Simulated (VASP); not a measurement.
The system is BaBe.

```
CELL_PARAMETERS angstrom
0.00000 3.51416 5.18364
3.06951 0.00000 5.18364
3.06951 3.51416 0.00000
ATOMIC_POSITIONS crystal
Ba 0.00000 0.50000 0.00000
Ba 0.50000 0.00000 0.50000
Be 0.12500 0.12500 0.87500
Be 0.87500 0.87500 0.12500
```

The cell was generated, and may not be a known phase.

| Property | Result |
| --- | --- |
| Program | VASP 6.6.1 |
| Task | relaxation of cell and atoms |
| Functional | PBE |
| Potentials or basis | VASP PAW PBE potentials, release 64 (Ba_sv, Be) |
| Cutoff | 600 eV |
| k mesh | 4 × 4 × 4 |
| Occupations | gaussian, width 0.1 eV |
| Spin | no spin polarisation |

At the start: pressure 26.3 GPa; volume 27.96 Å³/atom.

Question: How do energy, volume and symmetry change on relaxing?

Answer: Over 22 steps the energy falls by 2346.3 meV/atom and the volume is 48.32 Å³/atom (+72.8 %); space group Fmmm (No. 69, to 0.1 Å) before and after.

Step by step:
| step | energy change (eV) | largest force (eV/Å) | pressure (GPa) | volume (Å³) |
| --- | --- | --- | --- | --- |
| 1 | 0.0000 | 9.6817 | 26.35 | 111.83 |
| 2 | -8.9770 | 0.4889 | 0.08 | 196.49 |
| 3 | -8.9285 | 0.8922 | 1.06 | 175.67 |
| 4 | -9.0267 | 0.0408 | 0.37 | 188.23 |
| 5 | -9.0269 | 0.1557 | 0.44 | 186.53 |
| 6 | -9.1252 | 0.1357 | 0.40 | 189.74 |
| 7 | -9.2044 | 1.0756 | 0.53 | 196.17 |
| 8 | -9.2649 | 0.6587 | 0.26 | 201.68 |
| 9 | -9.3070 | 0.1121 | -0.07 | 210.31 |
| 10 | -9.3089 | 0.0052 | -0.13 | 212.22 |
| 11 | -9.3208 | 0.0655 | -0.16 | 212.17 |
| 12 | -9.3433 | 0.2550 | -0.24 | 211.78 |
| 13 | -9.3381 | 0.6746 | -0.26 | 210.02 |
| 14 | -9.3478 | 0.4369 | -0.26 | 211.21 |
| 15 | -9.3566 | 0.3254 | -0.28 | 210.09 |
| 16 | -9.3719 | 0.0350 | -0.33 | 206.66 |
| 17 | -9.3741 | 0.0838 | -0.34 | 205.01 |
| 18 | -9.3793 | 0.0413 | -0.24 | 202.01 |
| 19 | -9.3830 | 0.0473 | -0.02 | 196.41 |
| 20 | -9.3840 | 0.0053 | -0.01 | 195.37 |
| 21 | -9.3844 | 0.0715 | 0.01 | 194.04 |
| 22 | -9.3851 | 0.0355 | 0.01 | 193.29 |

Final structure:
```
CELL_PARAMETERS angstrom
0.00000 3.92195 4.90445
5.02431 0.00000 4.90445
5.02431 3.92195 0.00000
ATOMIC_POSITIONS crystal
Ba 0.00000 0.50000 0.00000
Ba 0.50000 0.00000 0.50000
Be 0.10072 0.10072 0.89928
Be 0.89928 0.89928 0.10072
```

Caveat: the k points lie up to 0.30 Å⁻¹ apart in the final cell; the volume moved by over 15 % at a fixed basis, so the end points are rough.
